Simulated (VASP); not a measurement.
# Al2Ru (I4/mmm) in VASP: further runs, part 2 of 2

VASP 6.6.1. The steps go on from the part before.

## Step 3: Single point, PBEsol (13.96 Å³/atom)

This run uses another cell than the first one, of 13.96 Å³/atom.

File INCAR:

```
  PREC = Accurate
  ENCUT = 520
  EDIFF = 1E-6
  ISMEAR = -1
  SIGMA = 0.15
  LREAL = F
  LASPH = T
  NELM = 80
  ALGO = Fast
  ISIF = 2
  LWAVE = F
  LCHARG = F
  GGA = PS
  NBANDS = 17
```

File KPOINTS:

```
Automatic mesh
0
Gamma
  18 18 18
```

File POSCAR:

```
Al2Ru
1.0
   -1.5722570205      1.5722570205      4.2367187850
    1.5722570205     -1.5722570205      4.2367187850
    1.5722570205      1.5722570205     -4.2367187850
Al Ru
2 1
Direct
    0.6584631826      0.6584631826      0.0000000000
    0.3415368174      0.3415368174      0.0000000000
    0.0000000000      0.0000000000      0.0000000000
```

Potentials or basis: VASP PAW PBE potentials, release 64 (Al, Ru_pv).

On the command line:

```sh
$ cat potpaw_PBE.64/Al/POTCAR potpaw_PBE.64/Ru_pv/POTCAR > POTCAR
$ mpirun -np 1 vasp_std > vasp.out
```

OUTCAR:

```text
PREC = Accurate
   ENCUT = 520
   EDIFF = 1E-6
   ISMEAR = -1
   LREAL = F
   LASPH = T
   NELM = 80
   ISIF = 2
   GGA = PS

 ion  position               nearest neighbor table
   1  0.658  0.658  0.000-   3 2.60   3 2.60   3 2.60   3 2.60   2 2.69   2 2.71   2 2.71   2 2.71
                             2 2.71   3 2.89
   2  0.342  0.342  0.000-   3 2.60   3 2.60   3 2.60   3 2.60   1 2.69   1 2.71   1 2.71   1 2.71
                             1 2.71   3 2.89
   3  0.000  0.000  0.000-   1 2.60   1 2.60   2 2.60   1 2.60   2 2.60   2 2.60   1 2.60   2 2.60
                             1 2.89   2 2.89

  LATTYP: Found a body centered tetragonal cell.
 ALAT       =     3.1445140410
 C/A-ratio  =     2.6946731544

  Lattice vectors:

 A1 = (  -1.5722570205,   1.5722570205,   4.2367187850)
 A2 = (   1.5722570205,  -1.5722570205,   4.2367187850)
 A3 = (   1.5722570205,   1.5722570205,  -4.2367187850)

Analysis of symmetry for initial positions (statically):
=====================================================================
 Subroutine PRICEL returns:
 Original cell was already a primitive cell.

 Routine SETGRP: Setting up the symmetry group for a
 body centered tetragonal supercell.

 Subroutine GETGRP returns: Found 16 space group operations
 (whereof 16 operations were pure point group operations)
 out of a pool of 16 trial point group operations.

The static configuration has the point symmetry D_4h.

Analysis of symmetry for dynamics (positions and initial velocities):
=====================================================================
 Subroutine PRICEL returns:
 Original cell was already a primitive cell.

 Routine SETGRP: Setting up the symmetry group for a
 body centered tetragonal supercell.

 Subroutine GETGRP returns: Found 16 space group operations
 (whereof 16 operations were pure point group operations)
 out of a pool of 16 trial point group operations.

[... 120 lines left out ...]
   IMIX   =      4    mixing-type and parameters
     AMIX     =   0.40;   BMIX     =  1.00
     AMIX_MAG =   1.60;   BMIX_MAG =  1.00
  volume/ion in A,a.u.               =      13.96        94.23
  Fermi-wavevector in a.u.,A,eV,Ry     =   1.279497  2.417899 22.274267  1.637112
  Thomas-Fermi vector in A             =   2.411979
   LORBIT       =      0    0 simple, 1 ext, 2 COOP (PROOUT), +10 PAW based schemes
   GGA     = PS    functional components
   LHFCALC =     F    Hartree Fock is set to
   AEXX    =    0.0000 exact exchange contribution
   IVDW    =     0    specifies the selected vdW correction
   LEPSILON=     F    determine dielectric tensor
   LRPA    =     F    only Hartree local field effects (RPA)
 non-spin polarized calculation
 RMM-DIIS sequential band-by-band and
  energy-cutoff  :      520.00
  volume of cell :       41.89
 maximum number of plane-waves:      1156
   NGX = 17   NGY = 17   NGZ = 17

 number of electron      19.9999998 magnetization

 Free energy of the ion-electron system (eV)
  ---------------------------------------------------
  ext. energy  EPLUGINS =         0.00000000
  ---------------------------------------------------
  free energy    TOTEN  =       -20.33657627 eV

  energy without entropy =      -20.29266875  energy(sigma->0) =      -20.31462251

 E-fermi :  10.1833     XC(G=0): -11.9325

 val. band max:       10.1791144376   @ k =  -0.3333   0.2222   0.0556
 cond. band min:      10.1875092151   @ k =   0.3333   0.1667   0.1667
 fundamental gap:      0.0083947774
 Fermi energy:        10.1832910683

 k-point     1 :       0.0000    0.0000    0.0000
  band No.  band energies     occupation
      1     -32.2558      2.00000
      2     -32.2558      2.00000
      3     -32.1767      2.00000
      4      -0.5208      2.00000
      5       4.9503      2.00000
      6       6.5549      2.00000
[... 457 lines left out ...]
      4       0.3745      2.00000
      5       5.4150      2.00000
      6       6.5871      2.00000
[... 9 lines left out ...]
     16      18.3755      0.00000
     17      21.1138      0.00000

 [... further k-points ...]

------------------------ aborting loop because EDIFF is reached ----------------------------------------

  FORCE on cell =-STRESS in cart. coord.  units (eV):
  Direction    XX          YY          ZZ          XY          YZ          ZX
  --------------------------------------------------------------------------------------
  -------------------------------------------------------------------------------------
  Total       -0.8655443     -0.8655443     -0.8590184      0.0000000      0.0000000      0.0000000
  in kB      -33.1026803    -33.1026803    -32.8530995      0.0000000      0.0000000      0.0000000
  external PRESSURE =     -33.0194867 kB  Pullay stress =       0.0000000 kB

 VOLUME and BASIS-vectors are now :
 -----------------------------------------------------------------------------
  energy-cutoff  :      520.00
  volume of cell :       41.89
      direct lattice vectors                 reciprocal lattice vectors
    -1.572257020  1.572257020  4.236718785     0.000000000  0.318014163  0.118015857
     1.572257020 -1.572257020  4.236718785     0.318014163  0.000000000  0.118015857
     1.572257020  1.572257020 -4.236718785     0.318014163  0.318014163  0.000000000

 POSITION                                       TOTAL-FORCE (eV/Angst)
 -----------------------------------------------------------------------------------
      0.00000      0.00000      5.57945        -0.000000     -0.000000      0.001332
      0.00000      0.00000      2.89399         0.000000      0.000000     -0.001332
      0.00000      0.00000      0.00000         0.000000      0.000000      0.000000
 -----------------------------------------------------------------------------------
    total drift:                               -0.000000      0.000000     -0.000000

  FREE ENERGIE OF THE ION-ELECTRON SYSTEM (eV)
  ---------------------------------------------------
  free  energy   TOTEN  =       -20.3365762712 eV

  energy  without entropy=      -20.2926687518  energy(sigma->0) =      -20.31462251
```

Run time: 3.8 min. Hardware: 1 thread of Intel Xeon 6975P-C (Granite Rapids), shared host; peak memory 0.47 GiB.

Results:

* Free energy: -20.3366 eV
* Pressure: -3.3 GPa
* Band gap on the k mesh: zero (bands 10 and 11 overlap by 0.17 eV)

Levels at points of the mesh, in eV from the Fermi level:
```csv
k point,band 7,band 8,band 9,band 10,band 11,band 12,band 13,band 14
"(0.00, 0.00, 0.00)",-1.85,-1.85,-1.84,-0.85,2.46,4.79,6.07,6.07
"(0.50, 0.00, 0.00)",-2.75,-2.62,-2.41,-1.29,0.65,3.09,5.19,6.99
"(0.50, 0.50, 0.00)",-3.23,-2.93,-1.20,-0.27,0.36,1.86,2.12,4.85
"(0.50, 0.50, 0.50)",-2.44,-1.42,-1.42,-0.83,3.17,3.17,6.39,6.55
```

Caveat: the cell stands under tension; the PAW data sets were made with another functional, which shifts forces and pressure a little.

## Step 4: Single point, PBEsol (biaxial strain in the a-b plane: +1.0 %)

File INCAR:

```
ALGO = Fast
EDIFF = 1E-7
ENCUT = 520
GGA = PS
ISIF = 2
ISMEAR = 0
LASPH = T
LCHARG = F
LREAL = F
LWAVE = F
NBANDS = 29
NELM = 100
PREC = Accurate
SIGMA = 0.1
```

File KPOINTS:

```
k-points
0
Gamma
  12 12 4
```

File POSCAR:

```
Al2Ru
1.0
    3.1525713427      0.0000000000      0.0000000000
    0.0000000000      3.1525713427      0.0000000000
    0.0000000000      0.0000000000      8.3725655217
Al Ru
4 2
Direct
    0.5000000000      0.5000000000      0.1590760825
    0.0000000000      0.0000000000      0.3409239175
    0.0000000000      0.0000000000      0.6590760825
    0.5000000000      0.5000000000      0.8409239175
    0.0000000000      0.0000000000      0.0000000000
    0.5000000000      0.5000000000      0.5000000000
```

On the command line:

```sh
$ cat potpaw_PBE.64/Al/POTCAR potpaw_PBE.64/Ru_pv/POTCAR > POTCAR
$ mpirun -np 1 vasp_std > vasp.out
```

It took 4.2 min on 1 thread of Intel Xeon Platinum 8375C at 2.90GHz (Ice Lake), shared host; peak memory 0.3 GiB.

The run converged. Its results:

```yaml
Free_energy: -40.6422 eV
Pressure: -2.3 GPa
Largest_force: 0.095 eV/Å
Band_gap_on_the_k_mesh: zero (bands 20 and 21 overlap by 0.21 eV)
```

Forces in eV/Å, atoms in the order of the input:
```
Al   0.000  0.000  0.095
Al   0.000  0.000 -0.095
Al   0.000  0.000  0.095
Al   0.000  0.000 -0.095
Ru   0.000  0.000  0.000
Ru   0.000  0.000  0.000
```

Stress tensor (GPa, compression positive):
```
-3.38  0.00  0.00
 0.00 -3.38  0.00
 0.00  0.00 -0.08
```

Levels at points of the mesh, in eV from the Fermi level:
```tsv
k point	band 17	band 18	band 19	band 20	band 21	band 22	band 23	band 24
(0.00, 0.00, 0.00)	-1.56	-1.56	-1.04	-1.01	2.52	2.96	2.96	4.64
(0.50, 0.00, 0.00)	-2.23	-2.23	-1.46	-1.46	0.44	0.44	2.99	2.99
(0.50, 0.50, 0.00)	-1.31	-1.31	-0.39	-0.39	0.17	0.17	1.74	1.74
(0.00, 0.00, 0.50)	-1.81	-1.81	-1.02	-1.02	3.89	3.89	3.89	3.89
(0.50, 0.00, 0.50)	-2.59	-2.59	-1.45	-1.45	0.49	0.49	3.09	3.09
(0.50, 0.50, 0.50)	-1.70	-1.70	-0.48	-0.48	0.17	0.17	1.18	1.18
```

Caveat: the cell differs from its parent crystal (biaxial strain in the a-b plane: +1.0 %); the PAW data sets were made with another functional, which shifts forces and pressure a little.

## Step 5: Summary

| cell | k mesh | smearing | further INCAR settings | gap on the mesh (eV) | pressure (GPa) |
| --- | --- | --- | --- | --- | --- |
| a = 4.718 Å, angles 141.6, 141.6, 55.5°, 3 atoms, atomic positions A | 18 × 18 × 18 | fermi-dirac 0.15 eV | ALGO = Fast; EDIFF = 1e-06; NBANDS = 17 | none | 3.8 |
| a = 4.785 Å, angles 141.6, 141.6, 55.4°, 3 atoms, atomic positions B | 18 × 18 × 18 | fermi-dirac 0.15 eV | ALGO = Fast; EDIFF = 1e-06; NBANDS = 17 | none | -3.3 |
| a = 3.153, b = 3.153, c = 8.373 Å, 6 atoms, atomic positions C | 12 × 12 × 4 | gaussian 0.1 eV | ALGO = Fast; EDIFF = 1e-07; NBANDS = 29 | none | -2.3 |

Alike in all rows: task single point; level PBEsol; potentials or basis VASP PAW PBE potentials, release 64 (Al, Ru_pv); no spin polarisation; cutoff (eV) 520.

Caveats: the PAW data sets were made with another functional, which shifts forces and pressure a little; the cell stands under pressure (at least some runs); the cell stands under tension (at least some runs).

Total energies depend on the potentials used, so only differences within one code and one set of settings carry meaning.

The gap in the log of VASP goes by the Fermi energy; the results here count the filled bands.